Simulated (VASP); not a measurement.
Here is a VASP 6.6.1 calculation.

Contents of INCAR:

```
PREC     = Accurate       # precision mode
ENCUT    = 520            # plane-wave cutoff, eV
EDIFF    = 1E-6           # SCF threshold, eV
ISMEAR   = 0              # smearing method
SIGMA    = 0.1            # smearing width, eV
LREAL    = False          # projectors in reciprocal space
LASPH    = True           # aspherical terms in the spheres
NELM     = 100            # most SCF steps
ALGO     = Normal         # electronic algorithm
ISIF     = 2              # what is computed and relaxed
LWAVE    = False          # write WAVECAR
LCHARG   = False          # write CHGCAR
GGA      = PS             # functional
NBANDS   = 20             # bands
```

Contents of KPOINTS:

```
Automatic mesh
0
Gamma
  9 9 9
```

POSCAR

```
Ir
1.0
    1.3578662706      0.7839644569      6.6144916734
   -1.3578662706      0.7839644569      6.6144916734
    0.0000000000     -1.5679289137      6.6144916734
Ir
3
Direct
    0.0000000000      0.0000000000      0.0000000000
    0.2228475497      0.2228475497      0.2228475497
    0.7771524503      0.7771524503      0.7771524503
```

Potentials or basis: VASP PAW PBE potentials, release 64 (Ir).

Run with:

```console
$ cat potpaw_PBE.64/Ir/POTCAR > POTCAR
$ mpirun -np 1 vasp_std > vasp.out
```

Q: Predict the band gap on the k mesh.

A: Zero (an odd number of electrons rules out a gap without spin polarisation).

Q: What does it give for the pressure?

A: 0.9 GPa.

Forces on the atoms (eV/Å):
```
Ir   0.000  0.000  0.000
Ir   0.000  0.000 -0.007
Ir   0.000  0.000  0.007
```

Caveat: the PAW data sets were made with another functional, which shifts forces and pressure a little; spin-orbit coupling is left out, which moves the levels of the heavy elements.
